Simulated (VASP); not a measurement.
Here is a VASP 6.6.1 calculation.

The input INCAR:

```
SYSTEM = Y3AlN4
PREC = Accurate
ENCUT = 520
EDIFF = 1E-7
ISMEAR = 0
SIGMA = 0.1
LREAL = .FALSE.
LASPH = .TRUE.
NELM = 100
ALGO = Normal
ISIF = 2
LWAVE = .FALSE.
LCHARG = .FALSE.
GGA = PE
NBANDS = 38
```

Contents of KPOINTS:

```
regular mesh
0
G
  4 4 4
  0 0 0
```

File POSCAR:

```
Y3AlN4
1.0
    5.0605583148      0.0000000000      0.0000000000
    0.0000000000      5.0605583148      0.0000000000
    0.0000000000      0.0000000000      5.0605583148
Y Al N
3 1 4
Direct
    0.5000000000      0.0000000000      0.0000000000
    0.0000000000      0.0000000000      0.5000000000
    0.0000000000      0.5000000000      0.0000000000
    0.5000000000      0.5000000000      0.5000000000
    0.7274156383      0.2725843617      0.7274156383
    0.7274156383      0.7274156383      0.2725843617
    0.2725843617      0.2725843617      0.2725843617
    0.2725843617      0.7274156383      0.7274156383
```

Potentials or basis: VASP PAW PBE potentials, release 64 (Y_sv, Al, N).

Command:

```sh
$ cat potpaw_PBE.64/Y_sv/POTCAR potpaw_PBE.64/Al/POTCAR potpaw_PBE.64/N/POTCAR > POTCAR
$ mpirun -np 1 vasp_std > vasp.out
```

Problem. Predict the largest force.

Solution. 0.006 eV/Å.

Problem. Estimate the band gap on the k mesh.

Solution. 0.70 eV, direct.

Problem. Estimate the pressure.

Solution. -0.1 GPa.

Forces on the atoms (eV/Å):
```
Y    0.000  0.000  0.000
Y    0.000  0.000  0.000
Y    0.000  0.000  0.000
Al   0.000  0.000  0.000
N   -0.003  0.003 -0.003
N   -0.003 -0.003  0.003
N    0.003  0.003  0.003
N    0.003 -0.003 -0.003
```

PBE gaps usually lie below the measured ones, often by a third to a half.
